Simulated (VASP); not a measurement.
GaAs: single point with r2SCAN

GaAs:

```
CELL_PARAMETERS angstrom
0.00000 2.88720 2.78667
2.88720 0.00000 2.78667
2.88720 2.88720 0.00000
ATOMIC_POSITIONS crystal
Ga 0.00000 0.00000 0.00000
As 0.25000 0.25000 0.25000
```

This cell differs from its parent crystal: epitaxial xy strain +1.9%.

```yaml
Program: VASP 6.6.1
Task: single point
Functional: r2SCAN
Potentials_or_basis: VASP PAW PBE potentials, release 64 (Ga_d, As)
Cutoff: 520 eV
k_mesh: 8 × 8 × 8
Occupations: gaussian, width 0.01 eV
Spin: no spin polarisation
Dipole_correction: no
Further_INCAR_settings: ALGO = Normal; EDIFF = 1e-06; NBANDS = 16
```

```yaml
Pressure: -1.4 GPa
Band_gap_on_the_k_mesh: 0.63 eV
```

Stress tensor (GPa, compression positive):
```
-2.10  0.00  0.00
 0.00 -2.10  0.00
 0.00  0.00  0.11
```

Levels at points of the mesh, in eV from the valence-band top:
| k point | band 7 | band 8 | band 9 | band 10 | band 11 | band 12 |
| --- | --- | --- | --- | --- | --- | --- |
| (0.00, 0.00, 0.00) | -0.20 | -0.20 | 0.00 | 0.63 | 3.84 | 3.95 |
| (0.50, 0.00, 0.00) | -6.79 | -1.41 | -1.13 | 1.13 | 4.73 | 4.99 |
| (0.50, 0.50, 0.00) | -6.85 | -2.96 | -2.96 | 1.53 | 1.60 | 10.50 |
| (0.50, 0.00, 0.50) | -7.06 | -2.73 | -2.71 | 1.76 | 1.95 | 10.33 |

Wall time 4.6 min on 1 thread of Intel Xeon 8259CL, on a shared host, peak memory 0.2 GiB.

Caveat: the cell differs from its parent crystal (epitaxial xy strain +1.9%); the PAW data sets were made with another functional, which shifts forces and pressure a little. A k mesh can miss the band edges.
